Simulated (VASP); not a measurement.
**Ir: electric field gradients with LDA**

Crystal: Ir.

```
CELL_PARAMETERS angstrom
0.00000 1.94496 1.94496
1.94496 0.00000 1.94496
1.94496 1.94496 0.00000
ATOMIC_POSITIONS crystal
Ir 0.00000 0.00000 0.00000
```

| Quantity | Value |
| --- | --- |
| Program | VASP 6.6.1 |
| Task | electric field gradients |
| Functional | LDA |
| Potentials or basis | VASP PAW LDA potentials, release 64 (Ir) |
| Cutoff | 400 eV |
| k mesh | 15 × 15 × 15 |
| Occupations | fermi-dirac, width 0.05 eV |
| Spin | no spin polarisation |
| Dipole correction | no |
| Further INCAR settings | ALGO = Normal; EDIFF = 1e-08; NBANDS = 10 |

| Quantity | Value |
| --- | --- |
| Pressure | -19.4 GPa |
| Band gap on the k mesh | zero (an odd number of electrons rules out a gap without spin polarisation) |
| Largest electric field gradient by atom | under 0.05 V/Å² on every atom |

Levels at points of the mesh, in eV from the Fermi level:
```tsv
k point	band 1	band 2	band 3	band 4	band 5	band 6	band 7	band 8	band 9
(0.00, 0.00, 0.00)	-10.73	-3.73	-3.73	-3.73	-1.17	-1.17	14.38	19.69	19.69
```

Run time: 12 s on 1 thread of Intel Xeon 8259CL (shared host), peak memory 0.12 GiB.

Caveat: the cell stands under tension; spin-orbit coupling is left out, which moves the levels of the heavy elements.
